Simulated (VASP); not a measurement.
# Al2O3 (R-3c) in VASP: further runs

Runs on Al2O3. Level: r2SCAN. Tasks: single point.

Everything below comes from runs of VASP 6.6.1. Logs are shortened: lines on timing, memory, paths and dates and some standing lists are left out, and cuts for length are marked.

## 1. The cell of the first run

It takes space group R-3c (No. 167, trigonal). Conventional cell: a = 4.759 Å, b = 4.759 Å, c = 12.605 Å, α = 90.00°, β = 90.00°, γ = 120.00°. Al (site symmetry 3) has 6 O at 1.84 to 1.95 Å within 2.4 Å. O (site symmetry 2) has 4 Al at 1.84 to 1.95 Å within 2.4 Å.

## 2. Single point, r2SCAN (uniaxial z strain -3.0%)

The input, POSCAR:

```
Al2O3
1.0
    2.3793614130      1.3737249523      4.2016461689
   -2.3793614130      1.3737249523      4.2016461689
    0.0000000000     -2.7474499046      4.2016461689
Al O
4 6
Direct
    0.8528897772      0.8528897772      0.8528897772
    0.3528897772      0.3528897772      0.3528897772
    0.1471102228      0.1471102228      0.1471102228
    0.6471102228      0.6471102228      0.6471102228
    0.4441530755      0.0558469245      0.7500000000
    0.0558469245      0.7500000000      0.4441530755
    0.5558469245      0.9441530755      0.2500000000
    0.2500000000      0.5558469245      0.9441530755
    0.9441530755      0.2500000000      0.5558469245
    0.7500000000      0.4441530755      0.0558469245
```

The input, INCAR.step1:

```
SYSTEM = Al2O3
PREC     = Accurate       ! precision mode
ENCUT    = 520            ! plane-wave cutoff, eV
ISMEAR   = 0              ! smearing method
SIGMA    = 0.01           ! smearing width, eV
LREAL    = .FALSE.        ! projectors in reciprocal space
LASPH    = .TRUE.         ! aspherical terms in the spheres
NELM     = 80             ! most SCF steps
NBANDS   = 35             ! bands
GGA      = PE             ! functional
ALGO     = Normal         ! electronic algorithm
EDIFF    = 1E-4           ! SCF threshold, eV
LWAVE    = .TRUE.         ! write WAVECAR
LCHARG   = .FALSE.        ! write CHGCAR
```

The input, INCAR.step2:

```
SYSTEM = Al2O3
PREC     = Accurate       ! precision mode
ENCUT    = 520            ! plane-wave cutoff, eV
EDIFF    = 1E-6           ! SCF threshold, eV
ISMEAR   = 0              ! smearing method
SIGMA    = 0.01           ! smearing width, eV
LREAL    = .FALSE.        ! projectors in reciprocal space
LASPH    = .TRUE.         ! aspherical terms in the spheres
NELM     = 80             ! most SCF steps
ALGO     = Normal         ! electronic algorithm
ISIF     = 2              ! what is computed and relaxed
LWAVE    = .FALSE.        ! write WAVECAR
LCHARG   = .TRUE.         ! write CHGCAR
METAGGA  = R2SCAN         ! meta-GGA
LMIXTAU  = .TRUE.       
LELF     = .TRUE.         ! ELF
LVHAR    = .TRUE.       
NBANDS   = 35             ! bands
ISTART   = 1
```

The input, KPOINTS:

```
regular mesh
0
G
  6 6 6
  0 0 0
```

Potentials or basis: VASP PAW PBE potentials, release 64 (Al, O).

Launch:

```console
$ cat potpaw_PBE.64/Al/POTCAR potpaw_PBE.64/O/POTCAR > POTCAR
$ cp INCAR.step1 INCAR
$ mpirun -np 1 vasp_std > vasp.out
$ cp INCAR.step2 INCAR
$ mpirun -np 1 vasp_std > vasp.out
```

OUTCAR:

```text
SYSTEM = Al2O3
   PREC = Accurate
   ENCUT = 520
   EDIFF = 1E-6
   ISMEAR = 0
   LREAL = .FALSE.
   LASPH = .TRUE.
   NELM = 80
   ISIF = 2
   METAGGA = R2SCAN
   ISTART = 1

 ion  position               nearest neighbor table
   1  0.853  0.853  0.853-   8 1.84   7 1.84   9 1.84   5 1.95   6 1.95  10 1.95   4 2.59   3 2.79
                             3 2.79   3 2.79   4 3.18   4 3.18   4 3.18
   2  0.353  0.353  0.353-   6 1.84   5 1.84  10 1.84   7 1.95   9 1.95   8 1.95   3 2.59   4 2.79
                             4 2.79   4 2.79   3 3.18   3 3.18   3 3.18
   3  0.147  0.147  0.147-  10 1.84   5 1.84   6 1.84   7 1.95   9 1.95   8 1.95   2 2.59   1 2.79
                             1 2.79   1 2.79   2 3.18   2 3.18   2 3.18
   4  0.647  0.647  0.647-   9 1.84   7 1.84   8 1.84   5 1.95   6 1.95  10 1.95   1 2.59   2 2.79
                             2 2.79   2 2.79   1 3.18   1 3.18   1 3.18
   5  0.444  0.056  0.750-   2 1.84   3 1.84   1 1.95   4 1.95
   6  0.056  0.750  0.444-   2 1.84   3 1.84   1 1.95   4 1.95
   7  0.556  0.944  0.250-   1 1.84   4 1.84   3 1.95   2 1.95
   8  0.250  0.556  0.944-   1 1.84   4 1.84   3 1.95   2 1.95
   9  0.944  0.250  0.556-   4 1.84   1 1.84   3 1.95   2 1.95
  10  0.750  0.444  0.056-   3 1.84   2 1.84   1 1.95   4 1.95

  LATTYP: Found a trigonal (rhomboedric) cell.
 ALAT       =     5.0201903855
 COS(alpha) =     0.5507268663

  Lattice vectors:

 A1 = (   2.3793614130,   1.3737249523,   4.2016461689)
 A2 = (  -2.3793614130,   1.3737249523,   4.2016461689)
 A3 = (   0.0000000000,  -2.7474499046,   4.2016461689)

Analysis of symmetry for initial positions (statically):
=====================================================================
 Subroutine PRICEL returns:
 Original cell was already a primitive cell.

 Routine SETGRP: Setting up the symmetry group for a
 trigonal (rhombohedral) supercell.

 Subroutine GETGRP returns: Found 12 space group operations
 (whereof  6 operations were pure point group operations)
 out of a pool of 12 trial point group operations.

The static configuration has the point symmetry S_6 .
 The point group associated with its full space group is D_3d.

Analysis of symmetry for dynamics (positions and initial velocities):
=====================================================================
 Subroutine PRICEL returns:
 Original cell was already a primitive cell.

 Routine SETGRP: Setting up the symmetry group for a
 trigonal (rhombohedral) supercell.

 Subroutine GETGRP returns: Found 12 space group operations
 (whereof  6 operations were pure point group operations)
 out of a pool of 12 trial point group operations.

The dynamic configuration has the point symmetry S_6 .
 The point group associated with its full space group is D_3d.

 Subroutine INISYM returns: Found 12 space group operations
 (whereof  6 operations are pure point group operations),
 and found     1 'primitive' translations

----------------------------------------------------------------------------------------

                                     Primitive cell

  volume of cell :      82.4007

  direct lattice vectors                    reciprocal lattice vectors
     2.379361413  1.373724952  4.201646169     0.210140417  0.121324626  0.079333985
    -2.379361413  1.373724952  4.201646169    -0.210140417  0.121324626  0.079333985
     0.000000000 -2.747449905  4.201646169     0.000000000 -0.242649253  0.079333985

  length of vectors
     5.020190386  5.020190386  5.020190386     0.255289132  0.255289132  0.255289132

  position of ions in fractional coordinates (direct lattice)
     0.852889777  0.852889777  0.852889777
     0.352889777  0.352889777  0.352889777
     0.147110223  0.147110223  0.147110223
     0.647110223  0.647110223  0.647110223
     0.444153075  0.055846925  0.750000000
     0.055846925  0.750000000  0.444153075
     0.555846925  0.944153075  0.250000000
     0.250000000  0.555846925  0.944153075
     0.944153075  0.250000000  0.555846925
     0.750000000  0.444153075  0.055846925

  ion indices of the primitive-cell ions
   primitive index   ion index
                 1           1
                 2           2
                 3           3
                 4           4
                 5           5
                 6           6
                 7           7
                 8           8
                 9           9
                10          10

----------------------------------------------------------------------------------------

 KPOINTS: regular mesh

Automatic generation of k-mesh.
 Grid dimensions read from file:
 generate k-points for:    6    6    6

 Generating k-lattice:

  Cartesian coordinates                     Fractional coordinates (reciprocal lattice)
     0.035023403  0.020220771  0.013222331     0.166666667  0.000000000 -0.000000000
    -0.035023403  0.020220771  0.013222331     0.000000000  0.166666667 -0.000000000
     0.000000000 -0.040441542  0.013222331    -0.000000000 -0.000000000  0.166666667

  Length of vectors
     0.042548189  0.042548189  0.042548189

  Shift w.r.t. Gamma in fractional coordinates (k-lattice)
     0.000000000  0.000000000  0.000000000

 Subroutine IBZKPT returns following result:
 ===========================================

 Found     32 irreducible k-points:

 Following reciprocal coordinates:
            Coordinates               Weight
  0.000000  0.000000  0.000000      1.000000
  0.166667  0.000000  0.000000      6.000000
  0.333333 -0.000000  0.000000      6.000000
  0.500000 -0.000000  0.000000      3.000000
  0.166667  0.166667  0.000000      6.000000
  0.333333  0.166667  0.000000     12.000000
[... 16 lines left out ...]
  0.500000  0.500000  0.166667      6.000000
 -0.333333  0.500000  0.166667     12.000000
 [... further k-points ...]
   k-points           NKPTS =     32   k-points in BZ     NKDIM =     32   number of bands    NBANDS=     35
   number of dos      NEDOS =    301   number of ions     NIONS =     10
   total plane-waves  NPLWV =  64000
   dimension x,y,z NGX =    40 NGY =   40 NGZ =   40
   dimension x,y,z NGXF=    80 NGYF=   80 NGZF=   80
   ions per type =               4   6
   NGX,Y,Z   is equivalent  to a cutoff of  13.25, 13.25, 13.25 a.u.
   NGXF,Y,Z  is equivalent  to a cutoff of  26.49, 26.49, 26.49 a.u.
 SYSTEM =  Al2O3
   PREC   = accura    normal or accurate (medium, high low for compatibility)
   ISTART =      1    job   : 0-new  1-cont  2-samecut
   ICHARG =      0    charge: 1-file 2-atom 10-const
   ISPIN  =      1    spin polarized calculation?
   LNONCOLLINEAR =      F non collinear calculations
   LSORBIT =      F    spin-orbit coupling
   LASPH  =      T    aspherical Exc in radial PAW
   ENCUT  =  520.0 eV  38.22 Ry    6.18 a.u.   9.33  9.33  9.33*2*pi/ulx,y,z
   NELM   =     80;   NELMIN=  2; NELMDL=  0     # of ELM steps
   EDIFF  = 0.1E-05   stopping-criterion for ELM
   LREAL  =      F    real-space projection
   EDIFFG = 0.1E-04   stopping-criterion for IOM
   NSW    =      0    number of steps for IOM
   IBRION =     -1    ionic relax: 0-MD 1-quasi-New 2-CG
   NFREE  =      0    steps in history (QN), initial steepest desc. (CG)
   ISIF   =      2    stress and relaxation
   ISYM   =      2    0-nonsym 1-usesym 2-fastsym
   POTIM  = 0.5000    time-step for ionic-motion
   TEBEG  =    0.0;   TEEND  =   0.0 temperature during run
   PSTRESS=    0.0 pullay stress
   NELECT =      48.0000    total number of electrons
   NUPDOWN=      -1.0000    fix difference up-down
   EMIN   =  10.00;   EMAX   =-10.00  energy-range for DOS
   EFERMI =   0.00;   METHOD = LEGACY
   ISMEAR =     0;   SIGMA  =   0.01  broadening in eV -4-tet -1-fermi 0-gaus
   EFERMI_NEDOS =   21; number of points for ismear=-14 and -15
   IALGO  =     38    algorithm
   IMIX   =      4    mixing-type and parameters
     AMIX     =   0.40;   BMIX     =  1.00
     AMIX_MAG =   1.60;   BMIX_MAG =  1.00
  volume/ion in A,a.u.               =       8.24        55.61
  Fermi-wavevector in a.u.,A,eV,Ry     =   1.367241  2.583710 25.434007  1.869347
  Thomas-Fermi vector in A             =   2.493310
   LORBIT       =      0    0 simple, 1 ext, 2 COOP (PROOUT), +10 PAW based schemes
   METAGGA = R2SCAN    functional components
   LHFCALC =     F    Hartree Fock is set to
   AEXX    =    0.0000 exact exchange contribution
   IVDW    =     0    specifies the selected vdW correction
   LEPSILON=     F    determine dielectric tensor
   LRPA    =     F    only Hartree local field effects (RPA)
 non-spin polarized calculation
 Gauss-broadening in eV      SIGMA  =   0.01
  energy-cutoff  :      520.00
  volume of cell :       82.40
 maximum number of plane-waves:      2235
 NGX is ok and might be reduce to    40
   NGX = 19   NGY = 19   NGZ = 19

 number of electron      48.0000000 magnetization

 Free energy of the ion-electron system (eV)
  ---------------------------------------------------
  ext. energy  EPLUGINS =         0.00000000
  ---------------------------------------------------
  free energy    TOTEN  =       -96.14865577 eV

  energy without entropy =      -96.14865577  energy(sigma->0) =      -96.14865577

 E-fermi :   6.4217     XC(G=0): -12.3944

 val. band max:        6.2969305616   @ k =   0.0000   0.0000   0.0000
 cond. band min:      13.5536507373   @ k =   0.0000   0.0000   0.0000
 fundamental gap:      7.2567201757
 Fermi energy:         6.4216633399

 k-point     1 :       0.0000    0.0000    0.0000
  band No.  band energies     occupation
      1     -14.3318      2.00000
      2     -11.7836      2.00000
      3     -11.6648      2.00000
      4     -11.6648      2.00000
      5     -11.3212      2.00000
      6     -11.3212      2.00000
[... 27 lines left out ...]
     34      21.2628      0.00000
     35      22.2656      0.00000

 k-point     2 :       0.1667    0.0000    0.0000
  band No.  band energies     occupation
      1     -14.1848      2.00000
      2     -11.9610      2.00000
      3     -11.6894      2.00000
      4     -11.6560      2.00000
      5     -11.3880      2.00000
      6     -11.3216      2.00000
[... 27 lines left out ...]
     34      20.3680      0.00000
     35      21.9186      0.00000

 k-point     3 :       0.3333   -0.0000    0.0000
  band No.  band energies     occupation
      1     -13.7671      2.00000
      2     -12.4848      2.00000
      3     -11.7094      2.00000
      4     -11.5727      2.00000
      5     -11.5317      2.00000
      6     -11.3594      2.00000
[... 27 lines left out ...]
     34      20.8354      0.00000
     35      21.1331      0.00000
[... 723 lines left out ...]
 k-point    23 :       0.5000    0.5000    0.1667
  band No.  band energies     occupation
      1     -13.2500      2.00000
      2     -12.4867      2.00000
      3     -12.1961      2.00000
      4     -11.9756      2.00000
      5     -11.5333      2.00000
      6     -11.2491      2.00000
[... 27 lines left out ...]
     34      20.8097      0.00000
     35      21.2726      0.00000

 k-point    24 :      -0.3333    0.5000    0.1667
  band No.  band energies     occupation
      1     -12.9743      2.00000
      2     -12.5778      2.00000
      3     -12.3377      2.00000
      4     -12.1153      2.00000
      5     -11.4660      2.00000
      6     -11.2623      2.00000
[... 27 lines left out ...]
     34      20.8968      0.00000
     35      21.0947      0.00000

 [... further k-points ...]

------------------------ aborting loop because EDIFF is reached ----------------------------------------

  FORCE on cell =-STRESS in cart. coord.  units (eV):
  Direction    XX          YY          ZZ          XY          YZ          ZX
  --------------------------------------------------------------------------------------
  -------------------------------------------------------------------------------------
  Total        1.8829859      1.8829859      7.9089860      0.0000000     -0.0000000     -0.0000000
  in kB       36.6122761     36.6122761    153.7802146      0.0000000     -0.0000000     -0.0000000
  external PRESSURE =      75.6682556 kB  Pullay stress =       0.0000000 kB

 VOLUME and BASIS-vectors are now :
 -----------------------------------------------------------------------------
  energy-cutoff  :      520.00
  volume of cell :       82.40
      direct lattice vectors                 reciprocal lattice vectors
     2.379361413  1.373724952  4.201646169     0.210140417  0.121324626  0.079333985
    -2.379361413  1.373724952  4.201646169    -0.210140417  0.121324626  0.079333985
     0.000000000 -2.747449905  4.201646169     0.000000000 -0.242649253  0.079333985

 POSITION                                       TOTAL-FORCE (eV/Angst)
 -----------------------------------------------------------------------------------
      0.00000      0.00000     10.75062        -0.000000      0.000000     -0.018742
      0.00000      0.00000      4.44815        -0.000000      0.000000     -0.018742
      0.00000      0.00000      1.85432        -0.000000      0.000000      0.018742
      0.00000      0.00000      8.15678        -0.000000      0.000000      0.018742
      0.92392     -1.37372      5.25206         0.013702      0.000000      0.000000
     -1.65164     -0.11328      5.25206        -0.006851     -0.011866      0.000000
     -0.92392      1.37372      7.35288        -0.013702      0.000000      0.000000
     -0.72772     -1.48700      7.35288         0.006851     -0.011866      0.000000
      1.65164      0.11328      7.35288         0.006851      0.011866      0.000000
      0.72772      1.48700      5.25206        -0.006851      0.011866      0.000000
 -----------------------------------------------------------------------------------
    total drift:                               -0.000000     -0.000000      0.000000

  FREE ENERGIE OF THE ION-ELECTRON SYSTEM (eV)
  ---------------------------------------------------
  free  energy   TOTEN  =       -96.1486557675 eV

  energy  without entropy=      -96.1486557675  energy(sigma->0) =      -96.14865577
```

Run time: 9.8 min. Hardware: 1 thread of Intel Xeon 8259CL, shared host; peak memory 0.29 GiB.

What came out:

```yaml
Free_energy: -96.1487 eV
Pressure: 7.6 GPa
Largest_force: 0.019 eV/Å
Band_gap_on_the_k_mesh: 7.26 eV
```

Forces on the atoms (eV/Å):
```
Al   0.000  0.000 -0.019
Al   0.000  0.000 -0.019
Al   0.000  0.000  0.019
Al   0.000  0.000  0.019
O    0.014  0.000  0.000
O   -0.007 -0.012  0.000
O   -0.014  0.000  0.000
O    0.007 -0.012  0.000
O    0.007  0.012  0.000
O   -0.007  0.012  0.000
```

Caveat: the cell differs from its parent crystal (uniaxial z strain -3.0%); the cell stands under pressure; the PAW data sets were made with another functional, which shifts forces and pressure a little. A k mesh can miss the band edges.

(Part 1 of 3 ends here.)
